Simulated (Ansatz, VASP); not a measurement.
One calculation of CdS, two programs

The input POSCAR:

```
CdS
1.0
    0.0000000000      2.7269062253      2.7269062253
    2.7269062253      0.0000000000      2.7269062253
    2.7269062253      2.7269062253      0.0000000000
Cd S
1 1
Direct
    0.0000000000      0.0000000000      0.0212309267
    0.5000000000      0.5000000000      0.4255566627
```

The input INCAR.step1:

```
SYSTEM = CdS
  ALGO = Normal
  EDIFF = 1E-4
  ENCUT = 520
  GGA = PE
  ISMEAR = 0
  LASPH = .TRUE.
  LCHARG = .FALSE.
  LREAL = .FALSE.
  LWAVE = .TRUE.
  NBANDS = 16
  NELM = 80
  PREC = Accurate
  SIGMA = 0.05
```

File INCAR.step2:

```
SYSTEM = CdS
  ALGO = Normal
  EDIFF = 1E-6
  ENCUT = 520
  ISIF = 2
  ISMEAR = 0
  ISTART = 1
  LASPH = .TRUE.
  LCHARG = .FALSE.
  LMIXTAU = .TRUE.
  LREAL = .FALSE.
  LWAVE = .FALSE.
  METAGGA = R2SCAN
  NBANDS = 16
  NELM = 80
  PREC = Accurate
  SIGMA = 0.05
```

KPOINTS

```
k-points
0
G
  8 8 8
  0 0 0
```

Input for Ansatz:

```yaml
crystal:
  lattice:
    - [0.0, 2.7269062253, 2.7269062253]
    - [2.7269062253, 0.0, 2.7269062253]
    - [2.7269062253, 2.7269062253, 0.0]
  atoms:
    - { symbol: Cd, position: [0.0, 0.0, 0.0212309267] }
    - { symbol: S, position: [0.5, 0.5, 0.4255566627] }
basis:
  ecutwfc: 500
kpoints:
  mp_grid: { grid: [8, 8, 8] }
hamiltonian:
  xc: r2scan
scf:
  occupations: { method: gaussian, width: 0.05 }
output:
  forces: true
  stress: true
  eigenvalues: true
```

Change from the starting cell: mode 4 frozen in at -0.203 Å and mode 5 at -0.203 Å (largest displacements).

Alike in both runs: task single point; functional r2SCAN; k mesh 8 × 8 × 8; occupations gaussian, width 0.05 eV; no spin polarisation.

|  | VASP | Ansatz |
| --- | --- | --- |
| version | VASP 6.6.1 | Ansatz 0.2.0 |
| potentials or method | VASP PAW PBE potentials, release 64 (Cd, S), cutoff 520 eV | scalar-relativistic, plane waves, PAW |
| valence electrons in the cell | 18 | 26 |

VASP gave:

* gap on the k mesh at the Fermi level (eV): 0.99
* least direct gap on the mesh (eV): 2.13
* pressure (GPa): 4.5
* traceless stress, the component that is largest in VASP (GPa): -4.69
* rms of the force components (eV/Å): 0.513

Which values does Ansatz return?

gap on the k mesh at the Fermi level (eV): 1.01; least direct gap on the mesh (eV): 2.16; pressure (GPa): 4.0; traceless stress, the component that is largest in VASP (GPa): -4.58; rms of the force components (eV/Å): 0.495.

VASP's potentials were made for PBE, not for r2SCAN. Atom by atom the forces differ by 0.018 eV/Å (rms over components). With one functional, cell and mesh, what is left measures potentials, basis and numerics. VASP's potentials hold 18 valence electrons a cell and Ansatz's 26, so a difference there can come from the potentials and not from the codes.
